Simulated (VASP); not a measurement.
# MgAl15HN16 (a cell with a defect) in VASP: electric field gradients with PBE

Aim: the electric field gradients of MgAl15HN16 (a cell with a defect) with PBE.

All numbers are computed with VASP 6.6.1; they aren't measurements. Logs are shortened: lines on timing, memory, paths and dates and some standing lists are left out, and cuts for length are marked.

### 1 The cell of the first run

The cell holds a defect, 33 atoms: a = 6.260 Å, b = 6.260 Å, c = 10.035 Å, α = 90.00°, β = 90.00°, γ = 120.00°.

### 2 Electric field gradients, PBE, collinear spin

The input, INCAR:

```
ALGO = Normal
EDIFF = 1E-8
ENCUT = 520
GGA = PE
GGA_COMPAT = False
ISIF = 2
ISMEAR = 0
ISPIN = 2
ISYM = -1
LASPH = True
LCHARG = False
LEFG = True
LORBIT = 11
LREAL = Auto
LWAVE = False
MAGMOM = 0 0 0 0 0 0 0 0 0 0 0 0 0 0 0 0.01 0.01 0.01 0.08 0.3 0.13 0.05 0.05 0.01 0.05 0.02 0.05 0.01 0.01 0.01 0.01 0 0
NBANDS = 90
NELECT = 127.0
NELM = 200
NUPDOWN = 1.0
PREC = Accurate
SIGMA = 0.01
```

The input, KPOINTS:

```
explicit points
1
Reciprocal
  0.25000000   0.25000000   0.25000000 1
```

The input, POSCAR:

```
MgAl15HN16
1.0
    6.2595139128      0.0000000578      0.0000000000
   -3.1297570064      5.4208980350      0.0000000000
    0.0000000000      0.0000000000     10.0348065929
Al Mg N H
15 1 16 1
Direct
    0.3310861934      0.1695657116      0.2364193021
    0.3358712867      0.1647390715      0.7524376464
    0.1629274789      0.3363899012      0.9992215693
    0.3333672086      0.6683346848      0.2481819449
    0.1526822128      0.8156934660      0.5060201748
    0.3362346421      0.6721055635      0.7519704885
    0.1615576866      0.8315849160      0.9986341934
    0.8291347912      0.1660175512      0.2493634907
    0.6853864829      0.3471297291      0.5057435909
    0.8288871523      0.1648207724      0.7517506918
    0.6670054462      0.3378866322      0.9993300246
    0.8315679250      0.6676242968      0.2489172526
    0.6659678609      0.8361658372      0.5015247449
    0.8310298287      0.6693091658      0.7530788794
    0.6649847992      0.8346740640      1.0009040941
    0.1705204094      0.3257417605      0.4931213122
    0.3511456852      0.1494415113      0.4312066169
    0.1641823875      0.3341445956      0.1902974649
    0.3290618844      0.1694666349      0.9424337981
    0.1687849216      0.3335605934      0.7035105005
    0.3404907300      0.6855571228      0.4378149476
    0.1658584524      0.8324938811      0.1880871893
    0.3307505180      0.6702722416      0.9411491998
    0.1655691927      0.8324053637      0.6924472945
    0.8137536730      0.1589086524      0.4374648386
    0.6675108134      0.3347912514      0.1879751629
    0.8292756345      0.1694141385      0.9412229015
    0.6684581545      0.3352729608      0.6923750316
    0.8306950833      0.6697338941      0.4400832923
    0.6669518766      0.8324339430      0.1893296208
    0.8294734725      0.6699366849      0.9405715735
    0.6672691702      0.8336696086      0.6913122855
    0.4461589455      0.0571117982      0.4043448813
```

Potentials or basis: VASP PAW PBE potentials, release 64 (Al, Mg, N, H).

Command:

```console
$ cat potpaw_PBE.64/Al/POTCAR potpaw_PBE.64/Mg/POTCAR potpaw_PBE.64/N/POTCAR potpaw_PBE.64/H/POTCAR > POTCAR
$ mpirun -np 1 vasp_std > vasp.out
```

OUTCAR:

```text
EDIFF = 1E-8
   ENCUT = 520
   GGA = PE
   ISIF = 2
   ISMEAR = 0
   ISPIN = 2
   ISYM = -1
   LASPH = True
   LORBIT = 11
   LREAL = Auto
   NELECT = 127.0
   NELM = 200
   NUPDOWN = 1.0
   PREC = Accurate

 ion  position               nearest neighbor table
   1  0.331  0.170  0.236-  18 1.86  26 1.89  22 1.89  17 1.97  33 2.09   3 2.99  11 3.00   7 3.01
                            16 3.10   4 3.12  12 3.13   8 3.13   8 3.13  12 3.14   4 3.15   9 3.32
   2  0.336  0.165  0.752-  20 1.89  24 1.90  28 1.90  19 1.91  11 3.06   7 3.06   6 3.08  10 3.09
                             3 3.10   5 3.11   9 3.12  14 3.13  14 3.13  16 3.15  10 3.17   6 3.17
   3  0.163  0.336  0.999-  19 1.89  27 1.90  23 1.90  18 1.92   1 2.99  10 3.07   6 3.08   4 3.08
                             8 3.09   2 3.10   7 3.10  11 3.11  15 3.13  15 3.13  11 3.15   7 3.16
   4  0.333  0.668  0.248-  22 1.90  30 1.90  18 1.90  21 1.91  15 3.06   3 3.08  16 3.08   7 3.09
                             8 3.11  13 3.12   1 3.12  12 3.12  12 3.14   5 3.14   1 3.15   8 3.15
   5  0.153  0.816  0.506-  21 1.86  29 1.87  24 1.87  17 1.97  33 1.98   9 2.93  14 3.03   6 3.04
                            13 3.11  12 3.11   2 3.11  16 3.13  16 3.14   4 3.14  13 3.15   1 3.32
   6  0.336  0.672  0.752-  24 1.89  32 1.90  20 1.90  23 1.90   5 3.04   7 3.07  15 3.07   3 3.08
                            10 3.08  13 3.08   2 3.08  14 3.11  14 3.15   2 3.17  10 3.18  16 3.21
   7  0.162  0.832  0.999-  23 1.88  31 1.89  22 1.90  19 1.92   1 3.01  14 3.05   2 3.06   6 3.07
                            12 3.08  11 3.09   4 3.09   3 3.10  15 3.12  15 3.14   3 3.16  11 3.17
   8  0.829  0.166  0.249-  25 1.89  26 1.89  30 1.91  18 1.91  16 3.07  15 3.07  11 3.09   3 3.09
                            13 3.10   4 3.11   9 3.12  12 3.13   1 3.13  12 3.13   1 3.13   4 3.15
   9  0.685  0.347  0.506-  25 1.86  29 1.87  28 1.88  33 1.96  17 1.97   5 2.93  14 3.04  10 3.04
                            16 3.11  12 3.11   2 3.12   8 3.12  13 3.12  13 3.14  16 3.16   1 3.32
  10  0.829  0.165  0.752-  28 1.89  32 1.89  27 1.90  20 1.91   9 3.04   3 3.07  15 3.07  11 3.08
                            13 3.08   6 3.08   2 3.09  14 3.11  14 3.15   2 3.17   6 3.18  16 3.19
  11  0.667  0.338  0.999-  27 1.89  26 1.89  31 1.89  19 1.92   1 3.00  14 3.06   2 3.06  12 3.08
                            10 3.08   7 3.09   8 3.09   3 3.11  15 3.12  15 3.14   3 3.15   7 3.17
  12  0.832  0.668  0.249-  30 1.88  26 1.91  22 1.91  29 1.92  15 3.08  11 3.08   7 3.08   9 3.11
                             5 3.11  13 3.12   4 3.12   8 3.13   1 3.13   8 3.13   1 3.14   4 3.14
  13  0.666  0.836  0.502-  25 1.87  21 1.88  29 1.90  32 1.90  10 3.08   6 3.08   8 3.10  14 3.10
                             5 3.11  16 3.11  12 3.12   4 3.12   9 3.12   9 3.14  16 3.15   5 3.15
  14  0.831  0.669  0.753-  31 1.88  32 1.88  28 1.91  24 1.91   5 3.03   9 3.04   7 3.05  11 3.06
                            15 3.07  13 3.10   6 3.11  10 3.11   2 3.13   2 3.13  10 3.15   6 3.15
  15  0.665  0.835  0.001-  31 1.88  30 1.89  23 1.91  27 1.91   4 3.06  14 3.07   6 3.07   8 3.07
                            10 3.07  12 3.08  11 3.12   7 3.12   3 3.13   3 3.13   7 3.14  11 3.14
  16  0.171  0.326  0.493-  25 2.01  21 2.03  17 2.03  20 2.11   8 3.07   4 3.08   1 3.10   9 3.11
                            13 3.11   5 3.13   5 3.14   2 3.15  13 3.15   9 3.16  10 3.19   6 3.21
  17  0.351  0.149  0.431-  33 1.05   1 1.97   5 1.97   9 1.97  16 2.03
  18  0.164  0.334  0.190-   1 1.86   4 1.90   8 1.91   3 1.92
  19  0.329  0.169  0.942-   3 1.89   2 1.91   7 1.92  11 1.92
  20  0.169  0.334  0.704-   2 1.89   6 1.90  10 1.91  16 2.11
  21  0.340  0.686  0.438-   5 1.86  13 1.88   4 1.91  16 2.03
  22  0.166  0.832  0.188-   1 1.89   4 1.90   7 1.90  12 1.91
  23  0.331  0.670  0.941-   7 1.88   6 1.90   3 1.90  15 1.91
[... 8 lines left out ...]
  32  0.667  0.834  0.691-  14 1.88  10 1.89   6 1.90  13 1.90
  33  0.446  0.057  0.404-  17 1.05   9 1.96   5 1.98   1 2.09

IMPORTANT INFORMATION: All symmetrisations will be switched off!
NOSYMM: (Re-)initialisation of all symmetry stuff for point group C_1.

----------------------------------------------------------------------------------------

                                     Primitive cell

  volume of cell :     340.5029

  direct lattice vectors                    reciprocal lattice vectors
     6.259513913  0.000000058  0.000000000     0.159756813  0.092235641  0.000000000
    -3.129757006  5.420898035  0.000000000    -0.000000002  0.184471279  0.000000000
     0.000000000  0.000000000 10.034806593     0.000000000  0.000000000  0.099653141

  length of vectors
     6.259513913  6.259513913 10.034806593     0.184471279  0.184471279  0.099653141

  position of ions in fractional coordinates (direct lattice)
     0.331086193  0.169565712  0.236419302
     0.335871287  0.164739072  0.752437646
     0.162927479  0.336389901  0.999221569
     0.333367209  0.668334685  0.248181945
     0.152682213  0.815693466  0.506020175
     0.336234642  0.672105563  0.751970488
[... 25 lines left out ...]
     0.667269170  0.833669609  0.691312285
[... 205 lines left out ...]

 k-point     1 :       0.2500    0.2500    0.2500
  band No.  band energies     occupation
      1      -9.8964      1.00000
      2      -8.5720      1.00000
      3      -8.2114      1.00000
      4      -7.9626      1.00000
      5      -7.9190      1.00000
      6      -7.6710      1.00000
[... 67 lines left out ...]
     74      12.6070      0.00000
     75      12.7971      0.00000
 [bands above 75 left out]

------------------------ aborting loop because EDIFF is reached ----------------------------------------

  FORCE on cell =-STRESS in cart. coord.  units (eV):
  Direction    XX          YY          ZZ          XY          YZ          ZX
  --------------------------------------------------------------------------------------
  -------------------------------------------------------------------------------------
  Total       -0.5737673     -8.3344588      1.0157487     -6.7598780      1.2947670      0.4444582
  in kB       -2.6997622    -39.2163463      4.7794287    -31.8074305      6.0923011      2.0913210
  external PRESSURE =     -12.3788932 kB  Pullay stress =       0.0000000 kB

 VOLUME and BASIS-vectors are now :
 -----------------------------------------------------------------------------
  energy-cutoff  :      520.00
  volume of cell :      340.50
      direct lattice vectors                 reciprocal lattice vectors
     6.259513913  0.000000058  0.000000000     0.159756813  0.092235641  0.000000000
    -3.129757006  5.420898035  0.000000000    -0.000000002  0.184471279  0.000000000
     0.000000000  0.000000000 10.034806593     0.000000000  0.000000000  0.099653141

 POSITION                                       TOTAL-FORCE (eV/Angst)
 -----------------------------------------------------------------------------------
      1.54174      0.91920      2.37242        -0.004913      0.000350      0.014784
      1.58680      0.89303      7.55057         0.005446     -0.005571      0.004557
     -0.03297      1.82354     10.02700         0.004733      0.005005      0.003448
     -0.00501      3.62297      2.49046        -0.003238      0.000838      0.000854
     -1.59721      4.42179      5.07781         0.001443     -0.003434     -0.000895
      0.00114      3.64342      7.54588        -0.000913      0.008381      0.001852
[... 25 lines left out ...]
      1.56760      4.51924      6.93719         0.001995     -0.000477     -0.009576
      2.61399      0.30960      4.05752         0.032746     -0.015786      0.003063
 -----------------------------------------------------------------------------------
    total drift:                               -0.000244     -0.002910      0.013583

  FREE ENERGIE OF THE ION-ELECTRON SYSTEM (eV)
  ---------------------------------------------------
  free  energy   TOTEN  =      -245.8060468007 eV

  energy  without entropy=     -245.8060468007  energy(sigma->0) =     -245.80604680

 Electric field gradients (V/A^2)
---------------------------------------------------------------------
 ion       V_xx      V_yy      V_zz      V_xy      V_xz      V_yz
---------------------------------------------------------------------
   1     -19.082    -6.517    25.599     9.662    -1.023     0.377
   2      -4.414     1.869     2.545     5.797     7.185    -4.149
   3      -5.670     0.860     4.810     5.599    -3.393     2.041
   4      -5.003     1.534     3.469     5.181     3.431    -4.729
   5     -15.736    25.312    -9.576     1.952    -1.453    -8.115
   6      -5.180     3.415     1.765     5.428     3.451     1.496
[... 25 lines left out ...]
  32      -1.647     8.149    -6.502     8.857    -0.964     0.162
  33      13.756    -3.922    -9.834   -15.046    -9.229     5.348
---------------------------------------------------------------------

 Electric field gradients after diagonalization (V/A^2)
 (convention: |V_zz| > |V_xx| > |V_yy|)
----------------------------------------------------------------------
 ion       V_xx      V_yy      V_zz     asymmetry (V_yy - V_xx)/ V_zz
----------------------------------------------------------------------
   1     -24.347    -1.275    25.623       0.900
   2       7.139     5.316   -12.455       0.146
   3       5.875     4.073    -9.948       0.181
   4       7.374     2.630   -10.004       0.474
   5     -16.062   -11.160    27.222       0.180
   6       7.547     0.884    -8.431       0.790
[... 25 lines left out ...]
  32      -7.620    -5.759    13.379       0.139
  33     -13.053   -12.528    25.580       0.021
----------------------------------------------------------------------

           NMR quadrupolar parameters

 Cq : quadrupolar parameter    Cq=e*Q*V_zz/h
 eta: asymmetry parameters     (V_yy - V_xx)/ V_zz
 Q  : nuclear electric quadrupole moment in mb (millibarn)
----------------------------------------------------------------------
 ion       Cq(MHz)       eta       Q (mb)
----------------------------------------------------------------------
   1       0.062       0.900       1.000
   2      -0.030       0.146       1.000
   3      -0.024       0.181       1.000
   4      -0.024       0.474       1.000
   5       0.066       0.180       1.000
   6      -0.020       0.790       1.000
[... 25 lines left out ...]
  32       0.032       0.139       1.000
  33       0.062       0.021       1.000
----------------------------------------------------------------------

 total charge

# of ion       s       p       d       tot
------------------------------------------
    1        0.376   0.431   0.000   0.806
    2        0.373   0.429   0.000   0.802
    3        0.370   0.425   0.000   0.795
    4        0.371   0.426   0.000   0.797
    5        0.376   0.439   0.000   0.816
    6        0.373   0.432   0.000   0.804
[... 25 lines left out ...]
   32        1.229   2.613   0.000   3.843
   33        0.598   0.100   0.000   0.698
--------------------------------------------------
tot         26.107  48.389   0.068  74.564

 magnetization (x)

# of ion       s       p       d       tot
------------------------------------------
    1       -0.000   0.000   0.000   0.000
    2       -0.002   0.000   0.000  -0.001
    3        0.000  -0.001   0.000  -0.000
    4       -0.001   0.002   0.000   0.001
    5       -0.000  -0.000   0.000  -0.001
    6       -0.001  -0.002   0.000  -0.003
[... 25 lines left out ...]
   32       -0.000   0.004   0.000   0.004
   33       -0.000  -0.000   0.000  -0.000
--------------------------------------------------
tot          0.005   0.697   0.005   0.707
```

Run time: 4 min. Hardware: 1 thread of Intel Xeon Platinum 8488C (Sapphire Rapids), shared host; peak memory 0.59 GiB.

Results:

| Property | Result |
| --- | --- |
| Free energy | -245.8060 eV |
| Largest force | 0.042 eV/Å |
| Net moment | 1.00 μB per cell |
| Site moments | Al +0.00, -0.00 (each value once); Mg +0.01; N +0.01, +0.07, +0.26, +0.11, +0.04, +0.02, +0.05, +0.00 (each value once); H -0.00 μB |
| Largest electric field gradient by atom | Al +25.6, -12.5, -9.9, -10.0, +27.2, -8.4, -11.1, +8.7, +27.8, -9.2, -11.4, -11.8, +12.0, +10.9 (each value once); Mg +13.7; N +31.3, +12.1, -14.9, +49.2, +23.6, +13.5, +11.5, +14.8, +12.0, +15.2, +12.5, +15.8, +8.5, +16.6, +14.6, +13.4; H +25.6 V/Å² |
| Valence electrons inside the program's atomic spheres | Al 0.81, 0.80, 0.82, 0.79 (each value once); Mg 0.44; N 3.90, 3.84, 3.82, 3.77, 3.81, 3.83, 3.85 (each value once); H 0.70 |

Forces in eV/Å, atoms in the order of the input:
```
Al  -0.005  0.000  0.015
Al   0.005 -0.006  0.005
Al   0.005  0.005  0.003
Al  -0.003  0.001  0.001
Al   0.001 -0.003 -0.001
Al  -0.001  0.008  0.002
Al   0.003  0.002  0.009
Al   0.007  0.005 -0.006
Al   0.000  0.004  0.007
Al  -0.005 -0.003  0.006
Al  -0.004 -0.002  0.007
Al  -0.001  0.003  0.014
Al  -0.002 -0.002  0.011
Al  -0.001  0.002  0.015
Al  -0.001 -0.001  0.000
Mg   0.010 -0.002 -0.014
N   -0.036  0.020 -0.003
N   -0.008  0.000  0.002
N   -0.003  0.001 -0.007
N   -0.005  0.001 -0.012
N    0.000 -0.011  0.007
N    0.000 -0.001 -0.008
N    0.001 -0.006 -0.004
N    0.002  0.003 -0.002
N    0.006  0.002  0.008
N    0.003 -0.002 -0.006
N    0.003 -0.003 -0.009
N    0.000 -0.002 -0.005
N   -0.003  0.001 -0.019
N   -0.002  0.001 -0.005
N   -0.002  0.000 -0.006
N    0.002  0.000 -0.010
H    0.033 -0.016  0.003
```

Electric field gradients, principal values (V/Å²):
| atom | least | middle | greatest (by size) |
| --- | --- | --- | --- |
| 1 Al | -1.275 | -24.347 | 25.623 |
| 2 Al | 5.316 | 7.139 | -12.455 |
| 3 Al | 4.073 | 5.875 | -9.948 |
| 4 Al | 2.630 | 7.374 | -10.004 |
| 5 Al | -11.160 | -16.062 | 27.222 |
| 6 Al | 0.884 | 7.547 | -8.431 |
| 7 Al | 1.916 | 9.171 | -11.087 |
| 8 Al | -0.136 | -8.579 | 8.715 |
| 9 Al | -10.498 | -17.277 | 27.775 |
| 10 Al | 0.706 | 8.480 | -9.186 |
| 11 Al | 0.445 | 9.412 | -9.857 |
| 12 Al | 3.658 | 7.708 | -11.366 |
| 13 Al | 4.015 | 7.754 | -11.769 |
| 14 Al | -3.945 | -8.048 | 11.993 |
| 15 Al | -1.851 | -9.067 | 10.918 |
| 16 Mg | -2.401 | -11.315 | 13.716 |
| 17 N | -5.813 | -25.461 | 31.274 |
| 18 N | -2.143 | -9.919 | 12.062 |
| 19 N | 4.364 | 10.573 | -14.937 |
| 20 N | -15.182 | -34.009 | 49.191 |
| 21 N | -8.051 | -15.505 | 23.556 |
| 22 N | -3.527 | -9.995 | 13.522 |
| 23 N | -0.144 | -11.343 | 11.487 |
| 24 N | -5.266 | -9.542 | 14.808 |
| 25 N | -3.529 | -8.465 | 11.994 |
| 26 N | -6.070 | -9.170 | 15.240 |
| 27 N | -0.629 | -11.879 | 12.507 |
| 28 N | -5.944 | -9.838 | 15.782 |
| 29 N | -2.196 | -6.312 | 8.508 |
| 30 N | -6.169 | -10.412 | 16.581 |
| 31 N | -6.856 | -7.776 | 14.631 |
| 32 N | -5.759 | -7.620 | 13.379 |
| 33 H | -12.528 | -13.053 | 25.580 |

Caveat: the cell carries a net charge on a neutralising background, which shifts energy and pressure; the cell is charged against a uniform background, so pressure and absolute levels hang on convention; without QUAD_EFG the Cq values of the log hold for a quadrupole moment of 1 mb, not for the nuclei; the total moment is fixed, so each spin has its own Fermi level and the state may be an excited one.
